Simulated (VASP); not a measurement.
# Li4Os (P4/nbm) in VASP: further runs

Li4Os is run at these levels: PBE; tasks: relaxation of cell and atoms, single point.

Everything below comes from runs of VASP 6.6.1. Logs are shortened: lines on timing, memory, paths and dates and some standing lists are left out, and cuts for length are marked.

## (1) The cell of the first run

Symmetry: P4/nbm, No. 125, tetragonal system. Conventional cell: a = 7.215 Å, b = 7.215 Å, c = 2.509 Å, α = 90.00°, β = 90.00°, γ = 90.00°. Li (site symmetry m) has 8 Li at 2.20 to 2.68 Å and 2 Os at 2.83 Å within 2.9 Å. Os (site symmetry 422) has 2 Os at 2.51 Å and 16 Li at 2.83 to 3.25 Å within 3.3 Å.

## (2) Relaxation of cell and atoms, PBE

INCAR reads:

```
PREC     = Accurate       # precision mode
ENCUT    = 600            # plane-wave cutoff, eV
EDIFF    = 1E-7           # SCF threshold, eV
ISMEAR   = 0              # smearing method
SIGMA    = 0.1            # smearing width, eV
LREAL    = F              # projectors in reciprocal space
LASPH    = T              # aspherical terms in the spheres
NELM     = 100            # most SCF steps
ALGO     = Normal         # electronic algorithm
ISIF     = 3              # what is computed and relaxed
LWAVE    = F              # write WAVECAR
LCHARG   = F              # write CHGCAR
GGA      = PE             # functional
IBRION   = 2              # ionic algorithm
NSW      = 100            # ionic steps
EDIFFG   = -0.01          # ionic threshold
```

KPOINTS reads:

```
regular mesh
0
Gamma
  6 6 14
```

POSCAR reads:

```
Li4Os
1.0
    7.2149363324      0.0000000000      0.0000000000
    0.0000000000      7.2149363324      0.0000000000
    0.0000000000      0.0000000000      2.5092612844
Li Os
8 2
Direct
    0.6546555351      0.8453444649      0.2955711715
    0.8453444649      0.3453444649      0.2955711715
    0.1546555351      0.3453444649      0.7044288285
    0.8453444649      0.6546555351      0.7044288285
    0.6546555351      0.1546555351      0.7044288285
    0.3453444649      0.8453444649      0.7044288285
    0.3453444649      0.1546555351      0.2955711715
    0.1546555351      0.6546555351      0.2955711715
    0.5000000000      0.5000000000      0.0000000000
    0.0000000000      0.0000000000      0.0000000000
```

Potentials or basis: VASP PAW PBE potentials, release 64 (Li_sv, Os).

On the command line:

```
$ cat potpaw_PBE.64/Li_sv/POTCAR potpaw_PBE.64/Os/POTCAR > POTCAR
$ mpirun -np 1 vasp_std > vasp.out
```

OUTCAR:

```text
PREC = Accurate
   ENCUT = 600
   EDIFF = 1E-7
   ISMEAR = 0
   LREAL = F
   LASPH = T
   NELM = 100
   ISIF = 3
   GGA = PE
   IBRION = 2
   NSW = 100
   EDIFFG = -0.01

 ion  position               nearest neighbor table
   1  0.655  0.845  0.296-   4 2.20   4 2.45   6 2.46   5 2.46  10 2.83   9 2.83
   2  0.845  0.345  0.296-   5 2.20   5 2.45   3 2.46   4 2.46  10 2.83   9 2.83
   3  0.155  0.345  0.704-   7 2.20   7 2.45   2 2.46   8 2.46   9 2.83  10 2.83
   4  0.845  0.655  0.704-   1 2.20   1 2.45   2 2.46   8 2.46   9 2.83  10 2.83
   5  0.655  0.155  0.704-   2 2.20   2 2.45   1 2.46   7 2.46   9 2.83  10 2.83
   6  0.345  0.845  0.704-   8 2.20   8 2.45   7 2.46   1 2.46   9 2.83  10 2.83
   7  0.345  0.155  0.296-   3 2.20   3 2.45   6 2.46   5 2.46  10 2.83   9 2.83
   8  0.155  0.655  0.296-   6 2.20   6 2.45   3 2.46   4 2.46  10 2.83   9 2.83
   9  0.500  0.500  0.000-   1 2.83   2 2.83   3 2.83   4 2.83   5 2.83   6 2.83   7 2.83   8 2.83

  10  0.000  0.000  0.000-   1 2.83   2 2.83   3 2.83   4 2.83   5 2.83   6 2.83   7 2.83   8 2.83

  LATTYP: Found a simple tetragonal cell.
 ALAT       =     7.2149363324
 C/A-ratio  =     0.3477870308

  Lattice vectors:

 A1 = (   7.2149363324,   0.0000000000,   0.0000000000)
 A2 = (   0.0000000000,   7.2149363324,   0.0000000000)
 A3 = (   0.0000000000,   0.0000000000,   2.5092612844)

Analysis of symmetry for initial positions (statically):
=====================================================================
 Subroutine PRICEL returns:
 Original cell was already a primitive cell.

 Routine SETGRP: Setting up the symmetry group for a
 simple tetragonal supercell.

 Subroutine GETGRP returns: Found 16 space group operations
 (whereof  8 operations were pure point group operations)
 out of a pool of 16 trial point group operations.

The static configuration has the point symmetry D_4 .
 The point group associated with its full space group is D_4h.

Analysis of symmetry for dynamics (positions and initial velocities):
=====================================================================
 Subroutine PRICEL returns:
 Original cell was already a primitive cell.

 Routine SETGRP: Setting up the symmetry group for a
 simple tetragonal supercell.

 Subroutine GETGRP returns: Found 16 space group operations
 (whereof  8 operations were pure point group operations)
 out of a pool of 16 trial point group operations.

The dynamic configuration has the point symmetry D_4 .
 The point group associated with its full space group is D_4h.

 Subroutine INISYM returns: Found 16 space group operations
 (whereof  8 operations are pure point group operations),
 and found     1 'primitive' translations

----------------------------------------------------------------------------------------

                                     Primitive cell

  volume of cell :     130.6204

  direct lattice vectors                    reciprocal lattice vectors
     7.214936332  0.000000000  0.000000000     0.138601362  0.000000000  0.000000000
     0.000000000  7.214936332  0.000000000     0.000000000  0.138601362  0.000000000
     0.000000000  0.000000000  2.509261284     0.000000000  0.000000000  0.398523664

  length of vectors
     7.214936332  7.214936332  2.509261284     0.138601362  0.138601362  0.398523664

  position of ions in fractional coordinates (direct lattice)
     0.654655535  0.845344465  0.295571172
     0.845344465  0.345344465  0.295571172
     0.154655535  0.345344465  0.704428828
     0.845344465  0.654655535  0.704428828
     0.654655535  0.154655535  0.704428828
     0.345344465  0.845344465  0.704428828
     0.345344465  0.154655535  0.295571172
     0.154655535  0.654655535  0.295571172
     0.500000000  0.500000000  0.000000000
     0.000000000  0.000000000  0.000000000

  ion indices of the primitive-cell ions
   primitive index   ion index
                 1           1
                 2           2
                 3           3
                 4           4
                 5           5
                 6           6
                 7           7
                 8           8
                 9           9
                10          10

----------------------------------------------------------------------------------------

 KPOINTS: regular mesh

Automatic generation of k-mesh.
 Grid dimensions read from file:
 generate k-points for:    6    6   14

 Generating k-lattice:

  Cartesian coordinates                     Fractional coordinates (reciprocal lattice)
     0.023100227  0.000000000  0.000000000     0.166666667  0.000000000  0.000000000
     0.000000000  0.023100227  0.000000000     0.000000000  0.166666667  0.000000000
     0.000000000  0.000000000  0.028465976     0.000000000  0.000000000  0.071428571

  Length of vectors
     0.023100227  0.023100227  0.028465976

  Shift w.r.t. Gamma in fractional coordinates (k-lattice)
     0.000000000  0.000000000  0.000000000

 Subroutine IBZKPT returns following result:
 ===========================================

 Found     80 irreducible k-points:

 Following reciprocal coordinates:
            Coordinates               Weight
  0.000000  0.000000  0.000000      1.000000
  0.166667  0.000000  0.000000      4.000000
  0.333333  0.000000  0.000000      4.000000
  0.500000  0.000000  0.000000      2.000000
  0.166667  0.166667  0.000000      4.000000
  0.333333  0.166667  0.000000      8.000000
[... 16 lines left out ...]
  0.333333  0.000000  0.142857      8.000000
  0.500000  0.000000  0.142857      4.000000
 [... further k-points ...]
   k-points           NKPTS =     80   k-points in BZ     NKDIM =     80   number of bands    NBANDS=     26
   number of dos      NEDOS =    301   number of ions     NIONS =     10
   total plane-waves  NPLWV =  72000
   dimension x,y,z NGX =    60 NGY =   60 NGZ =   20
   dimension x,y,z NGXF=   120 NGYF=  120 NGZF=   40
   ions per type =               8   2
   NGX,Y,Z   is equivalent  to a cutoff of  13.83, 13.83, 13.25 a.u.
   NGXF,Y,Z  is equivalent  to a cutoff of  27.65, 27.65, 26.50 a.u.
 SYSTEM =  unknown system
   PREC   = accura    normal or accurate (medium, high low for compatibility)
   ISTART =      0    job   : 0-new  1-cont  2-samecut
   ICHARG =      2    charge: 1-file 2-atom 10-const
   ISPIN  =      1    spin polarized calculation?
   LNONCOLLINEAR =      F non collinear calculations
   LSORBIT =      F    spin-orbit coupling
   LASPH  =      T    aspherical Exc in radial PAW
   ENCUT  =  600.0 eV  44.10 Ry    6.64 a.u.  14.41 14.41  5.01*2*pi/ulx,y,z
   NELM   =    100;   NELMIN=  2; NELMDL= -5     # of ELM steps
   EDIFF  = 0.1E-06   stopping-criterion for ELM
   LREAL  =      F    real-space projection
   EDIFFG = -.1E-01   stopping-criterion for IOM
   NSW    =    100    number of steps for IOM
   IBRION =      2    ionic relax: 0-MD 1-quasi-New 2-CG
   NFREE  =      1    steps in history (QN), initial steepest desc. (CG)
   ISIF   =      3    stress and relaxation
   ISYM   =      2    0-nonsym 1-usesym 2-fastsym
   POTIM  = 0.5000    time-step for ionic-motion
   TEBEG  =    0.0;   TEEND  =   0.0 temperature during run
   PSTRESS=    0.0 pullay stress
   NELECT =      40.0000    total number of electrons
   NUPDOWN=      -1.0000    fix difference up-down
   EMIN   =  10.00;   EMAX   =-10.00  energy-range for DOS
   EFERMI =   0.00;   METHOD = LEGACY
   ISMEAR =     0;   SIGMA  =   0.10  broadening in eV -4-tet -1-fermi 0-gaus
   EFERMI_NEDOS =   21; number of points for ismear=-14 and -15
   IALGO  =     38    algorithm
   IMIX   =      4    mixing-type and parameters
     AMIX     =   0.40;   BMIX     =  1.00
     AMIX_MAG =   1.60;   BMIX_MAG =  1.00
  volume/ion in A,a.u.               =      13.06        88.15
  Fermi-wavevector in a.u.,A,eV,Ry     =   1.103463  2.085243 16.566877  1.217631
  Thomas-Fermi vector in A             =   2.239922
   LORBIT       =      0    0 simple, 1 ext, 2 COOP (PROOUT), +10 PAW based schemes
   GGA     = PE    functional components
   LHFCALC =     F    Hartree Fock is set to
   AEXX    =    0.0000 exact exchange contribution
   IVDW    =     0    specifies the selected vdW correction
   LEPSILON=     F    determine dielectric tensor
   LRPA    =     F    only Hartree local field effects (RPA)
 conjugate gradient relaxation of ions
 non-spin polarized calculation
 Gauss-broadening in eV      SIGMA  =   0.10
  energy-cutoff  :      600.00
  volume of cell :      130.62
 maximum number of plane-waves:      4418
 NGX is ok and might be reduce to    60
   NGX = 29   NGY = 29   NGZ = 11

--------------------------------------- Ionic step        1  -------------------------------------------

 number of electron      40.0000047 magnetization

 Free energy of the ion-electron system (eV)
  ---------------------------------------------------
  ext. energy  EPLUGINS =         0.00000000
  ---------------------------------------------------
  free energy    TOTEN  =       -34.89031384 eV

  energy without entropy =      -34.86281357  energy(sigma->0) =      -34.87656370

------------------------ aborting loop because EDIFF is reached ----------------------------------------

  FORCE on cell =-STRESS in cart. coord.  units (eV):
  Direction    XX          YY          ZZ          XY          YZ          ZX
  --------------------------------------------------------------------------------------
  -------------------------------------------------------------------------------------
  Total       -0.4426944     -0.4426944      0.7136437      0.0000000     -0.0000000      0.0000000
  in kB       -5.4300482     -5.4300482      8.7534871      0.0000000     -0.0000000      0.0000000
  external PRESSURE =      -0.7022031 kB  Pullay stress =       0.0000000 kB
[... 117 lines left out ...]
  energy  without entropy=      -34.8672722382  energy(sigma->0) =      -34.88050140

--------------------------------------- Ionic step        4  -------------------------------------------

 number of electron      40.0000039 magnetization

 Free energy of the ion-electron system (eV)
  ---------------------------------------------------
  ext. energy  EPLUGINS =         0.00000000
  ---------------------------------------------------
  free energy    TOTEN  =       -34.89407984 eV

  energy without entropy =      -34.86771843  energy(sigma->0) =      -34.88089913

 E-fermi :   3.2934     XC(G=0):  -9.6111

 val. band max:        3.2800217594   @ k =   0.3333   0.1667   0.1429
 cond. band min:       3.2941598860   @ k =   0.1667   0.0000   0.0000
 fundamental gap:      0.0141381266
 Fermi energy:         3.2934211508

 k-point     1 :       0.0000    0.0000    0.0000
  band No.  band energies     occupation
      1     -42.6648      2.00000
      2     -42.6181      2.00000
      3     -42.6181      2.00000
      4     -42.5770      2.00000
      5     -42.5512      2.00000
      6     -42.5052      2.00000
[... 685 lines left out ...]
     25       5.2285      0.00000
     26       5.2285      0.00000

 [... further k-points ...]

------------------------ aborting loop because EDIFF is reached ----------------------------------------

  FORCE on cell =-STRESS in cart. coord.  units (eV):
  Direction    XX          YY          ZZ          XY          YZ          ZX
  --------------------------------------------------------------------------------------
  -------------------------------------------------------------------------------------
  Total       -0.0148043     -0.0148043     -0.0536454      0.0000000      0.0000000      0.0000000
  in kB       -0.1823433     -0.1823433     -0.6607458      0.0000000      0.0000000      0.0000000
  external PRESSURE =      -0.3418108 kB  Pullay stress =       0.0000000 kB
[... 25 lines left out ...]
  FREE ENERGIE OF THE ION-ELECTRON SYSTEM (eV)
  ---------------------------------------------------
  free  energy   TOTEN  =       -34.8940798379 eV

  energy  without entropy=      -34.8677184311  energy(sigma->0) =      -34.88089913

 reached required accuracy - stopping structural energy minimisation
```

Run time: 8.6 min. Hardware: 1 thread of Intel Xeon 6975P-C (Granite Rapids), shared host; peak memory 0.45 GiB.

Results:

- Free energy: -34.8941 eV
- Relaxed volume: 13.01 Å³/atom
- Relaxed cell: a = 7.183 Å, b = 7.183 Å, c = 2.521 Å, α = 90.00°, β = 90.00°, γ = 90.00°
- Space group after relaxing (to 0.05 Å): P4/nbm (No. 125)
- Energy gained by relaxing: 0.4 meV/atom
- Ionic steps: 4
- Pressure after relaxing: 0.0 GPa
- Largest force after relaxing: 0.007 eV/Å
- Band gap on the k mesh: zero (band 20 reaches 4.58 eV, above the bottom of band 21 at 2.45 eV)

Forces on the atoms (eV/Å):
```
Li   0.003 -0.003 -0.006
Li  -0.003 -0.003 -0.006
Li   0.003 -0.003  0.006
Li  -0.003  0.003  0.006
Li   0.003  0.003  0.006
Li  -0.003 -0.003  0.006
Li  -0.003  0.003 -0.006
Li   0.003  0.003 -0.006
Os   0.000  0.000  0.000
Os   0.000  0.000  0.000
```

Step by step:
```
step  energy change (eV)  largest force (eV/Å)  pressure (GPa)  volume (Å³)
   1              0.0000                0.0221           -0.07       130.62
   2             -0.0030                0.0175           -0.16       130.51
   3             -0.0034                0.0157           -0.21       130.45
   4             -0.0038                0.0072           -0.03       130.08
```

Final structure:
```
Li Os
1.0
     7.18342    0.00000    0.00000
     0.00000    7.18342    0.00000
     0.00000    0.00000    2.52085
Li Os
8 2
Cartesian
  4.7045 6.0707 0.7446
  6.0707 2.4790 0.7446
  1.1127 2.4790 1.7763
  6.0707 4.7045 1.7763
  4.7045 1.1127 1.7763
  2.4790 6.0707 1.7763
  2.4790 1.1127 0.7446
  1.1127 4.7045 0.7446
  3.5917 3.5917 0.0000
  0.0000 0.0000 0.0000
```

Caveat: the cutoff is under 1.25 times the usual one of these potentials, so pressure, stress and relaxed cells hold a basis-set (Pulay) error; spin-orbit coupling is left out, which moves the levels of the heavy elements.

## (3) Single point, PBE

This run uses another cell than the first one, of 11.82 Å³/atom, 0.905 times its volume.

INCAR reads:

```
PREC     = Accurate       # precision mode
ENCUT    = 520            # plane-wave cutoff, eV
EDIFF    = 1E-6           # SCF threshold, eV
ISMEAR   = 0              # smearing method
SIGMA    = 0.1            # smearing width, eV
LREAL    = F              # projectors in reciprocal space
LASPH    = T              # aspherical terms in the spheres
NELM     = 60             # most SCF steps
ALGO     = Fast           # electronic algorithm
ISIF     = 2              # what is computed and relaxed
LWAVE    = F              # write WAVECAR
LCHARG   = F              # write CHGCAR
GGA      = PE             # functional
NBANDS   = 31             # bands
```

KPOINTS reads:

```
Automatic mesh
0
Gamma
  4 4 4
```

POSCAR reads:

```
Li4Os
1.0
    5.0755153200      0.0000000000      0.0000000000
    0.0000000000      5.0755153200      0.0000000000
    0.0000000000      0.0000000000      4.5875818300
Li Os
8 2
Direct
    0.6738500600      0.8261499400      0.2517777400
    0.8261499400      0.3261499400      0.2517777400
    0.1738500600      0.3261499400      0.7482222600
    0.8261499400      0.6738500600      0.7482222600
    0.6738500600      0.1738500600      0.7482222600
    0.3261499400      0.8261499400      0.7482222600
    0.3261499400      0.1738500600      0.2517777400
    0.1738500600      0.6738500600      0.2517777400
    0.5000000000      0.5000000000      0.0000000000
    0.0000000000      0.0000000000      0.0000000000
```

Potentials or basis: VASP PAW PBE potentials, release 64 (Li_sv, Os).

On the command line:

```
$ cat potpaw_PBE.64/Li_sv/POTCAR potpaw_PBE.64/Os/POTCAR > POTCAR
$ mpirun -np 1 vasp_std > vasp.out
```

It took 3.7 min on 1 thread of Intel Xeon 8259CL, shared host; peak memory 0.25 GiB.

Results (log left out):

* Free energy: -27.9444 eV
* Largest force: 1.730 eV/Å
* Band gap on the k mesh: zero (band 20 reaches 4.40 eV, above the bottom of band 21 at 3.00 eV)

Forces in eV/Å, atoms in the order of the input:
```
Li  -0.633  0.633  1.481
Li   0.633  0.633  1.481
Li  -0.633  0.633 -1.481
Li   0.633 -0.633 -1.481
Li  -0.633 -0.633 -1.481
Li   0.633  0.633 -1.481
Li   0.633 -0.633  1.481
Li  -0.633 -0.633  1.481
Os   0.000  0.000  0.000
Os   0.000  0.000  0.000
```

Levels at points of the mesh, in eV from the Fermi level:
| k point | band 17 | band 18 | band 19 | band 20 | band 21 | band 22 | band 23 | band 24 |
| --- | --- | --- | --- | --- | --- | --- | --- | --- |
| (0.00, 0.00, 0.00) | -1.13 | -0.17 | 0.38 | 0.86 | 1.56 | 1.56 | 1.87 | 2.15 |
| (0.50, 0.00, 0.00) | -0.90 | -0.90 | -0.54 | -0.54 | 0.96 | 0.96 | 2.30 | 2.30 |
| (0.50, 0.50, 0.00) | -1.05 | -1.05 | -0.85 | -0.85 | 0.46 | 0.46 | 1.89 | 1.89 |
| (0.00, 0.00, 0.50) | -1.04 | -0.55 | -0.15 | 0.38 | 0.77 | 0.88 | 1.51 | 2.03 |
| (0.50, 0.00, 0.50) | -0.75 | -0.75 | -0.62 | -0.62 | -0.55 | -0.55 | 2.41 | 2.41 |
| (0.50, 0.50, 0.50) | -0.84 | -0.84 | -0.78 | -0.78 | 0.03 | 0.03 | 0.48 | 0.48 |

Caveat: the cutoff is under 1.25 times the usual one of these potentials, so pressure, stress and relaxed cells hold a basis-set (Pulay) error; spin-orbit coupling is left out, which moves the levels of the heavy elements; forces of over 1 eV/Å act on the atoms, so gaps and moduli don't describe the material at rest.
